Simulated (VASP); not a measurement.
## H17O8F: single point with PBEsol

System: H17O8F.

```
CELL_PARAMETERS angstrom
6.49507 0.00000 0.00000
0.00000 6.49507 0.00000
0.00000 0.00000 6.49507
ATOMIC_POSITIONS crystal
O 0.80709 0.03152 0.37622
O 0.55265 0.35741 0.38876
O 0.41090 0.14466 0.70263
O 0.07326 0.51798 0.28865
O 0.92724 0.56738 0.66347
O 0.02456 0.19099 0.73028
O 0.98188 0.85837 0.02198
O 0.56852 0.75282 0.56334
H 0.72238 0.13104 0.30956
H 0.88346 0.95316 0.26726
H 0.50440 0.35559 0.23113
H 0.51687 0.49422 0.44889
H 0.24300 0.15116 0.71701
H 0.43538 0.24268 0.57462
H 0.09326 0.62996 0.18930
H 0.96243 0.42371 0.25310
H 0.98315 0.57712 0.51334
H 0.78951 0.62554 0.65427
H 0.98160 0.34308 0.70229
H 0.97946 0.11627 0.60138
H 0.95715 0.98385 0.93697
H 0.97527 0.74908 0.91445
H 0.47023 0.84161 0.64360
H 0.64330 0.85559 0.47724
H 0.47197 0.21912 0.86173
F 0.53268 0.26577 0.02228
```

```
Program             : VASP 6.6.1
Task                : single point
Functional          : PBEsol
Potentials or basis : VASP PAW PBE potentials, release 64 (O, H, F)
Cutoff              : 520 eV
k mesh              : 1 × 1 × 1
Occupations         : fermi-dirac, width 0.02 eV
Spin                : no spin polarisation
```

```
Pressure      : -1.5 GPa
Largest force : 2.368 eV/Å
```

Forces on the atoms (eV/Å):
```
O    1.625 -1.669  0.423
O   -1.014  0.549 -0.955
O   -1.429  0.759 -0.701
O    0.440  0.096  0.732
O    1.390 -0.019 -0.769
O   -0.068 -0.585 -0.915
O   -0.115 -0.119 -0.646
O   -0.869  0.134  0.610
H   -0.957  1.218 -0.534
H   -0.427  0.258 -0.003
H    0.478 -0.257  1.587
H    0.424  0.060 -0.404
H    0.911  0.309  0.155
H    0.556 -0.996  0.617
H   -0.489 -0.164 -0.122
H   -0.094  0.234 -0.573
H   -0.110 -0.084  0.975
H   -1.199  0.265 -0.048
H   -0.092 -0.307  0.375
H   -0.318  0.488  0.583
H    0.356  0.033  0.201
H   -0.110  0.091  0.153
H    0.795 -0.375 -0.470
H    0.191  0.229 -0.052
H    0.085 -0.278 -0.058
F    0.039  0.132 -0.164
```

Stress tensor (GPa, compression positive):
```
-0.01 -0.10  0.64
-0.10 -1.25 -0.77
 0.64 -0.77 -3.38
```

Levels at points of the mesh, in eV from the Fermi level:
| k point | band 33 | band 34 | band 35 | band 36 | band 37 | band 38 | band 39 | band 40 |
| --- | --- | --- | --- | --- | --- | --- | --- | --- |
| (0.00, 0.00, 0.00) | -1.01 | -0.90 | -0.85 | -0.53 | 4.44 | 7.46 | 7.94 | 8.16 |

Run time: 17 s on 1 thread of Intel(R) Xeon(R) 6975P-C (Granite Rapids) (shared host), peak memory 0.29 GiB.

Caveat: the k points lie up to 0.97 Å⁻¹ apart; the atoms stand as in a frame of molecular dynamics; the PAW data sets were made with another functional, which shifts forces and pressure a little.
